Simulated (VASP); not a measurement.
Runs of VASP 6.6.1 on Si2Ni. The structure is that of space group Fm-3m (No. 225), or close to it. The cells are those of the table. 

```tsv
task	cell	cutoff (eV)	gap on the mesh (eV)	pressure (GPa)
single point	a = 3.883 Å, angles 60.0°, 3 atoms	520	none	(a)
single point	a = 3.731 Å, angles 60.0°, 3 atoms	520	none	(b)
single point	a = 3.770 Å, angles 60.0°, 3 atoms	520	none	5.1
relaxation of cell and atoms	relaxed from a = 3.823 Å, angles 60.0°, 3 atoms	600	none	0.0
single point	a = 3.809 Å, angles 60.0°, 3 atoms	520	none	-0.1
single point	a = 3.846 Å, angles 60.0°, 3 atoms	520	none	-4.5
```

Alike in all rows: level r2SCAN; potentials or basis VASP PAW PBE potentials, release 64 (Si, Ni); no spin polarisation; k mesh 14 × 14 × 14; smearing gaussian 0.1 eV.

**Question.** Estimate the missing entries.

**Answer.** (a) -8.2; (b) 11.4.

Caveats: the PAW data sets were made with another functional, which shifts forces and pressure a little; the cell stands under tension (at least some runs); the cell stands under pressure (at least some runs).

A gap of «none» marks levels without a gap at the run's occupations.
